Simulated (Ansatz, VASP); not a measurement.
**VWC2 in VASP and in Ansatz**

```
W V C
1.0
     1.54679    0.89304    5.03066
    -1.54679    0.89304    5.03066
     0.00000   -1.78608    5.03066
W V C
1 1 2
Direct
  0.00000 0.00000 0.00000
  0.50000 0.50000 0.50000
  0.24649 0.24649 0.24649
  0.75351 0.75351 0.75351
```

Alike in both runs: task single point; functional r2SCAN; k mesh 10 × 10 × 10; occupations fermi-dirac, width 0.05 eV; collinear spin.

```csv
,VASP,Ansatz
version,VASP 6.6.1,Ansatz 0.2.0
potentials or method,"VASP PAW PBE potentials, release 64 (W_sv, V_sv, C)",Ansatz PAW
plane-wave cutoff (eV),520,500
valence electrons in the cell,35,35
```

Ansatz gave:

```
gap on the k mesh at the Fermi level (eV)                     : none
pressure (GPa)                                                : -20.5
traceless stress, the component that is largest in VASP (GPa) : 0.85
rms of the force components (eV/Å)                            : 0.215
net moment per atom (μB)                                      : 0.18
size of the moment on the site where the two differ most (μB) : 0.73
```

Estimate VASP's values.

gap on the k mesh at the Fermi level (eV): none; pressure (GPa): -21.2; traceless stress, the component that is largest in VASP (GPa): 0.37; rms of the force components (eV/Å): 0.162; net moment per atom (μB): 0.00; size of the moment on the site where the two differ most (μB): 0.01.

The net moments are unlike, so the other rows may belong to different states. VASP's potentials were made for PBE, not for r2SCAN. Site moments also hang on the region over which each program counts them. Atom by atom the forces differ by 0.053 eV/Å (rms over components). A gap of «none» marks a metal or a gap that the smearing closes.

Spin-orbit coupling is off throughout. Noted on Ansatz's run: the magnetic or orbital state may not be the lowest.
